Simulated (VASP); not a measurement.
Input of a VASP 6.6.1 run:

Contents of INCAR:

```
ALGO = Normal
EDIFF = 1E-6
ENCUT = 520
GGA = PS
ISIF = 2
ISMEAR = 1
IVDW = 12
LASPH = T
LCHARG = F
LREAL = F
LWAVE = F
NBANDS = 23
NELM = 80
PREC = Accurate
SIGMA = 0.1
```

The input KPOINTS:

```
k-points
0
Gamma
  8 8 4
```

Contents of POSCAR:

```
HfN
1.0
    3.1339080000      0.0000000000      0.0000000000
   -1.5669540000      2.7140439411      0.0000000000
    0.0000000000      0.0000000000      5.4167680000
Hf N
2 2
Direct
    0.6666666667      0.3333333333      0.7500000000
    0.3333333333      0.6666666667      0.2500000000
    0.0000000000      0.0000000000      0.0000000000
    0.0000000000      0.0000000000      0.5000000000
```

Potentials or basis: VASP PAW PBE potentials, release 64 (Hf_pv, N).

Launch:

```console
$ cat potpaw_PBE.64/Hf_pv/POTCAR potpaw_PBE.64/N/POTCAR > POTCAR
$ mpirun -np 1 vasp_std > vasp.out
```

Q: What does it give for the pressure?

A: -9.6 GPa.

Q: What does it give for the dispersion energy per atom?

A: -0.388 eV.

Q: Predict the band gap on the k mesh.

A: Zero (band 15 reaches 9.62 eV, above the bottom of band 16 at 7.31 eV).

Stress tensor (GPa, compression positive):
```
-9.43  0.00  0.00
 0.00 -9.43  0.00
 0.00  0.00 -9.91
```

Caveat: three body term missing; the PAW data sets were made with another functional, which shifts forces and pressure a little; spin-orbit coupling is left out, which moves the levels of the heavy elements; pairwise dispersion overbinds metals, which lowers pressure and volume.
